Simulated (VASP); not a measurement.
# Au (P6_3/mmc) in VASP: notebook

Au is run at these levels: PBE; tasks: single point.

Program: VASP 6.6.1. These are calculated values, not measurements. Logs are shortened: lines on timing, memory, paths and dates and some standing lists are left out, and cuts for length are marked.

## Step 1: The cell of the first run

It takes space group P6_3/mmc (No. 194, hexagonal). Conventional cell: a = 2.587 Å, b = 2.587 Å, c = 4.277 Å, α = 90.00°, β = 90.00°, γ = 120.00°. Au (site symmetry -6m2) has 12 Au at 2.59 to 2.61 Å within 3.4 Å.

## Step 2: Single point, PBE

INCAR

```
SYSTEM = Au
  PREC = Accurate
  ENCUT = 520
  EDIFF = 1E-6
  ISMEAR = -1
  SIGMA = 0.1
  LREAL = .False.
  LASPH = .True.
  NELM = 60
  ALGO = Normal
  ISIF = 2
  LWAVE = .False.
  LCHARG = .False.
  GGA = PE
  NBANDS = 18
```

KPOINTS

```
regular mesh
0
Gamma
  17 17 9
  0 0 0
```

POSCAR

```
Au
1.0
    2.5871890903      0.0000000000      0.0000000000
   -1.2935945451      2.2405714766      0.0000000000
    0.0000000000      0.0000000000      4.2765819323
Au
2
Direct
    0.3333333333      0.6666666667      0.2500000000
    0.6666666667      0.3333333333      0.7500000000
```

Potentials or basis: VASP PAW PBE potentials, release 64 (Au).

The run is started by

```bash
> cat potpaw_PBE.64/Au/POTCAR > POTCAR
> mpirun -np 1 vasp_std > vasp.out
```

OUTCAR:

```text
SYSTEM = Au
   PREC = Accurate
   ENCUT = 520
   EDIFF = 1E-6
   ISMEAR = -1
   LREAL = .False.
   LASPH = .True.
   NELM = 60
   ISIF = 2
   GGA = PE

 ion  position               nearest neighbor table
   1  0.333  0.667  0.250-   2 2.61   2 2.61   2 2.61   2 2.61   2 2.61   2 2.61
   2  0.667  0.333  0.750-   1 2.61   1 2.61   1 2.61   1 2.61   1 2.61   1 2.61

  LATTYP: Found a hexagonal cell.
 ALAT       =     2.5871890903
 C/A-ratio  =     1.6529839076

  Lattice vectors:

 A1 = (   2.5871890903,   0.0000000000,   0.0000000000)
 A2 = (  -1.2935945451,   2.2405714766,   0.0000000000)
 A3 = (   0.0000000000,   0.0000000000,   4.2765819323)

Analysis of symmetry for initial positions (statically):
=====================================================================
 Subroutine PRICEL returns:
 Original cell was already a primitive cell.

 Routine SETGRP: Setting up the symmetry group for a
 hexagonal supercell.

 Subroutine GETGRP returns: Found 24 space group operations
 (whereof 12 operations were pure point group operations)
 out of a pool of 24 trial point group operations.

The static configuration has the point symmetry D_3d.
 The point group associated with its full space group is D_6h.

Analysis of symmetry for dynamics (positions and initial velocities):
=====================================================================
 Subroutine PRICEL returns:
 Original cell was already a primitive cell.

 Routine SETGRP: Setting up the symmetry group for a
 hexagonal supercell.

 Subroutine GETGRP returns: Found 24 space group operations
 (whereof 12 operations were pure point group operations)
 out of a pool of 24 trial point group operations.

The dynamic configuration has the point symmetry D_3d.
 The point group associated with its full space group is D_6h.

 Subroutine INISYM returns: Found 24 space group operations
 (whereof 12 operations are pure point group operations),
 and found     1 'primitive' translations

----------------------------------------------------------------------------------------

                                     Primitive cell

  volume of cell :      24.7904

  direct lattice vectors                    reciprocal lattice vectors
     2.587189090  0.000000000  0.000000000     0.386519874  0.223157353  0.000000000
    -1.293594545  2.240571477  0.000000000     0.000000000  0.446314706  0.000000000
     0.000000000  0.000000000  4.276581932     0.000000000  0.000000000  0.233831601

  length of vectors
     2.587189090  2.587189090  4.276581932     0.446314706  0.446314706  0.233831601

  position of ions in fractional coordinates (direct lattice)
     0.333333333  0.666666667  0.250000000
     0.666666667  0.333333333  0.750000000

  ion indices of the primitive-cell ions
   primitive index   ion index
                 1           1
                 2           2

----------------------------------------------------------------------------------------

 KPOINTS: regular mesh

Automatic generation of k-mesh.
 Grid dimensions read from file:
 generate k-points for:   17   17    9

 Generating k-lattice:

  Cartesian coordinates                     Fractional coordinates (reciprocal lattice)
     0.022736463  0.013126903  0.000000000     0.058823529 -0.000000000  0.000000000
     0.000000000  0.026253806  0.000000000     0.000000000  0.058823529  0.000000000
     0.000000000  0.000000000  0.025981289     0.000000000  0.000000000  0.111111111

  Length of vectors
     0.026253806  0.026253806  0.025981289

  Shift w.r.t. Gamma in fractional coordinates (k-lattice)
     0.000000000  0.000000000  0.000000000

 Subroutine IBZKPT returns following result:
 ===========================================

 Found    165 irreducible k-points:

 Following reciprocal coordinates:
            Coordinates               Weight
  0.000000  0.000000  0.000000      1.000000
  0.058824 -0.000000  0.000000      6.000000
  0.117647 -0.000000  0.000000      6.000000
  0.176471 -0.000000  0.000000      6.000000
  0.235294 -0.000000  0.000000      6.000000
  0.294118 -0.000000  0.000000      6.000000
[... 16 lines left out ...]
  0.411765  0.117647  0.000000     12.000000
  0.176471  0.176471  0.000000      6.000000
 [... further k-points ...]
   k-points           NKPTS =    165   k-points in BZ     NKDIM =    165   number of bands    NBANDS=     18
   number of dos      NEDOS =    301   number of ions     NIONS =      2
   total plane-waves  NPLWV =  12800
   dimension x,y,z NGX =    20 NGY =   20 NGZ =   32
   dimension x,y,z NGXF=    40 NGYF=   40 NGZF=   64
   ions per type =               2
   NGX,Y,Z   is equivalent  to a cutoff of  12.85, 12.85, 12.44 a.u.
   NGXF,Y,Z  is equivalent  to a cutoff of  25.70, 25.70, 24.88 a.u.
 SYSTEM =  Au
   PREC   = accura    normal or accurate (medium, high low for compatibility)
   ISTART =      0    job   : 0-new  1-cont  2-samecut
   ICHARG =      2    charge: 1-file 2-atom 10-const
   ISPIN  =      1    spin polarized calculation?
   LNONCOLLINEAR =      F non collinear calculations
   LSORBIT =      F    spin-orbit coupling
   LASPH  =      T    aspherical Exc in radial PAW
   ENCUT  =  520.0 eV  38.22 Ry    6.18 a.u.   4.81  4.81  7.95*2*pi/ulx,y,z
   NELM   =     60;   NELMIN=  2; NELMDL= -5     # of ELM steps
   EDIFF  = 0.1E-05   stopping-criterion for ELM
   LREAL  =      F    real-space projection
   EDIFFG = 0.1E-04   stopping-criterion for IOM
   NSW    =      0    number of steps for IOM
   IBRION =     -1    ionic relax: 0-MD 1-quasi-New 2-CG
   NFREE  =      0    steps in history (QN), initial steepest desc. (CG)
   ISIF   =      2    stress and relaxation
   ISYM   =      2    0-nonsym 1-usesym 2-fastsym
   POTIM  = 0.5000    time-step for ionic-motion
   TEBEG  =    0.0;   TEEND  =   0.0 temperature during run
   PSTRESS=    0.0 pullay stress
   NELECT =      22.0000    total number of electrons
   NUPDOWN=      -1.0000    fix difference up-down
   EMIN   =  10.00;   EMAX   =-10.00  energy-range for DOS
   EFERMI =   0.00;   METHOD = LEGACY
   ISMEAR =    -1;   SIGMA  =   0.10  broadening in eV -4-tet -1-fermi 0-gaus
   EFERMI_NEDOS =   21; number of points for ismear=-14 and -15
   IALGO  =     38    algorithm
   IMIX   =      4    mixing-type and parameters
     AMIX     =   0.40;   BMIX     =  1.00
     AMIX_MAG =   1.60;   BMIX_MAG =  1.00
  volume/ion in A,a.u.               =      12.40        83.65
  Fermi-wavevector in a.u.,A,eV,Ry     =   1.573214  2.972943 33.674450  2.475002
  Thomas-Fermi vector in A             =   2.674532
   LORBIT       =      0    0 simple, 1 ext, 2 COOP (PROOUT), +10 PAW based schemes
   GGA     = PE    functional components
[... 5 lines left out ...]
 non-spin polarized calculation
  energy-cutoff  :      520.00
  volume of cell :       24.79
 maximum number of plane-waves:       682
 NGX is ok and might be reduce to    20
   NGX =  9   NGY =  9   NGZ = 15

 number of electron      22.0000003 magnetization

 Free energy of the ion-electron system (eV)
  ---------------------------------------------------
  ext. energy  EPLUGINS =         0.00000000
  ---------------------------------------------------
  free energy    TOTEN  =        -2.96310176 eV

  energy without entropy =       -2.95121352  energy(sigma->0) =       -2.95715764

 E-fermi :  15.9606     XC(G=0): -14.6999

 val. band max:       15.9178011494   @ k =   0.4706   0.0588   0.2222
 cond. band min:      15.9859377743   @ k =   0.4706  -0.0000   0.0000
 fundamental gap:      0.0681366249
 Fermi energy:        15.9605959833

 k-point     1 :       0.0000    0.0000    0.0000
  band No.  band energies     occupation
      1       2.0747      2.00000
      2       4.8854      2.00000
      3       8.8047      2.00000
      4       9.1072      2.00000
      5       9.1072      2.00000
      6       9.7045      2.00000
[... 10 lines left out ...]
     17      37.5210      0.00000
     18      37.5211      0.00000

 k-point     2 :       0.0588   -0.0000    0.0000
  band No.  band energies     occupation
      1       2.2229      2.00000
      2       5.0142      2.00000
      3       8.6686      2.00000
      4       9.2188      2.00000
      5       9.2253      2.00000
      6       9.6320      2.00000
[... 10 lines left out ...]
     17      36.6633      0.00000
     18      36.7670      0.00000

 k-point     3 :       0.1176   -0.0000    0.0000
  band No.  band energies     occupation
      1       2.6531      2.00000
      2       5.3698      2.00000
      3       8.3869      2.00000
      4       9.3389      2.00000
      5       9.5739      2.00000
      6       9.5822      2.00000
[... 10 lines left out ...]
     17      34.9995      0.00000
     18      35.1904      0.00000

 k-point     4 :       0.1765   -0.0000    0.0000
  band No.  band energies     occupation
      1       3.3166      2.00000
      2       5.8298      2.00000
      3       8.1203      2.00000
      4       9.0322      2.00000
      5       9.1123      2.00000
      6       9.9929      2.00000
[... 375 lines left out ...]
      4       8.8207      2.00000
      5       9.0610      2.00000
      6       9.5430      2.00000
[... 10 lines left out ...]
     17      29.4711      0.00000
     18      32.6634      0.00000

 k-point    23 :       0.4118    0.1176    0.0000
  band No.  band energies     occupation
      1       5.8080      2.00000
      2       6.0986      2.00000
      3       6.1783      2.00000
      4       8.8292      2.00000
      5       9.3549      2.00000
      6       9.5322      2.00000
[... 10 lines left out ...]
     17      29.1491      0.00000
     18      32.1415      0.00000

 k-point    24 :       0.1765    0.1765    0.0000
  band No.  band energies     occupation
      1       5.2899      2.00000
      2       6.8966      2.00000
      3       7.3402      2.00000
      4       7.3891      2.00000
      5       8.9129      2.00000
      6       9.0955      2.00000
[... 10 lines left out ...]
     17      33.7402      0.00000
     18      34.7829      0.00000

 [... further k-points ...]

------------------------ aborting loop because EDIFF is reached ----------------------------------------

  FORCE on cell =-STRESS in cart. coord.  units (eV):
  Direction    XX          YY          ZZ          XY          YZ          ZX
  --------------------------------------------------------------------------------------
  -------------------------------------------------------------------------------------
  Total       23.1810549     23.1810549     23.1892645      0.0000000     -0.0000000      0.0000000
  in kB     1498.1662434   1498.1662434   1498.6968199      0.0000000     -0.0000000      0.0000000
  external PRESSURE =    1498.3431022 kB  Pullay stress =       0.0000000 kB

 VOLUME and BASIS-vectors are now :
 -----------------------------------------------------------------------------
  energy-cutoff  :      520.00
  volume of cell :       24.79
      direct lattice vectors                 reciprocal lattice vectors
     2.587189090  0.000000000  0.000000000     0.386519874  0.223157353  0.000000000
    -1.293594545  2.240571477  0.000000000     0.000000000  0.446314706  0.000000000
     0.000000000  0.000000000  4.276581932     0.000000000  0.000000000  0.233831601

 POSITION                                       TOTAL-FORCE (eV/Angst)
 -----------------------------------------------------------------------------------
     -0.00000      1.49371      1.06915         0.000000     -0.000000      0.000000
      1.29359      0.74686      3.20744        -0.000000      0.000000      0.000000
 -----------------------------------------------------------------------------------
    total drift:                               -0.000000      0.000000     -0.000000

  FREE ENERGIE OF THE ION-ELECTRON SYSTEM (eV)
  ---------------------------------------------------
  free  energy   TOTEN  =        -2.9631017595 eV

  energy  without entropy=       -2.9512135192  energy(sigma->0) =       -2.95715764
```

Wall time 32 s (1 thread of Intel Xeon Platinum 8488C (Sapphire Rapids), shared host); peak memory 0.18 GiB.

Results:

| Property | Result |
| --- | --- |
| Free energy | -2.9631 eV |
| Pressure | 149.8 GPa |
| Band gap on the k mesh | zero (band 11 reaches 20.67 eV, above the bottom of band 12 at 12.64 eV) |

Caveat: spin-orbit coupling is left out, which moves the levels of the heavy elements.

## Step 3: Single point, PBE

INCAR

```
SYSTEM = Au
  ALGO = Normal
  EDIFF = 1E-6
  ENCUT = 520
  GGA = PE
  ISIF = 2
  ISMEAR = -1
  LASPH = .True.
  LCHARG = .False.
  LREAL = .False.
  LWAVE = .False.
  NBANDS = 18
  NELM = 80
  PREC = Accurate
  SIGMA = 0.1
```

KPOINTS

```
k-points
0
Gamma
  17 17 9
  0 0 0
```

POSCAR

```
Au
1.0
    2.5870363627      0.0000000000      0.0000000000
   -1.2935181813      2.2404392107      0.0000000000
    0.0000000000      0.0000000000      4.2762584534
Au
2
Direct
    0.3333333333      0.6666666667      0.2500000000
    0.6666666667      0.3333333333      0.7500000000
```

Potentials or basis: VASP PAW PBE potentials, release 64 (Au).

The run is started by

```bash
> cat potpaw_PBE.64/Au/POTCAR > POTCAR
> mpirun -np 1 vasp_std > vasp.out
```

Wall time 24 s (1 thread of AMD EPYC 9R45 (Zen 5), shared host); peak memory 0.15 GiB.

It converged, with:

| Property | Result |
| --- | --- |
| Free energy | -2.9586 eV |
| Pressure | 150.0 GPa |
| Band gap on the k mesh | zero (band 11 reaches 20.67 eV, above the bottom of band 12 at 12.64 eV) |

Levels at points of the mesh, in eV from the Fermi level:
```csv
k point,band 7,band 8,band 9,band 10,band 11,band 12,band 13,band 14,band 15,band 16
"(0.00, 0.00, 0.00)",-6.26,-5.25,-5.25,-2.82,-2.76,-2.76,4.82,13.53,15.35,16.59
```

Caveat: spin-orbit coupling is left out, which moves the levels of the heavy elements.
